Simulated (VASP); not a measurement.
Runs of VASP 6.6.1 on Au. The structure is that of space group Fm-3m (No. 225), or close to it. The cells are those of the table. 

| task | cell | cutoff (eV) | gap on the mesh (eV) | pressure (GPa) |
| --- | --- | --- | --- | --- |
| single point | a = 2.888 Å, angles 60.0°, 1 atom | 520 | none | -0.3 |
| single point | a = 2.972 Å, angles 60.0°, 1 atom | 520 | none | -12.0 |
| single point | a = 2.916 Å, angles 60.0°, 1 atom | 520 | none | (a) |
| single point | a = 2.829 Å, angles 60.0°, 1 atom | 520 | none | 12.6 |
| relaxation of cell and atoms | relaxed from a = 2.878 Å, angles 60.0°, 1 atom | 600 | none | 0.0 |

Alike in all rows: level PBEsol; potentials or basis VASP PAW PBE potentials, release 64 (Au); no spin polarisation; k mesh 18 × 18 × 18; smearing gaussian 0.1 eV.

Problem. Estimate the missing entries.

Solution. (a) -5.0.

Caveats: the PAW data sets were made with another functional, which shifts forces and pressure a little; spin-orbit coupling is left out, which moves the levels of the heavy elements.

A k mesh can miss the band edges, and the runs leave out spin-orbit coupling on Au.

A gap of «none» marks levels without a gap at the run's occupations.
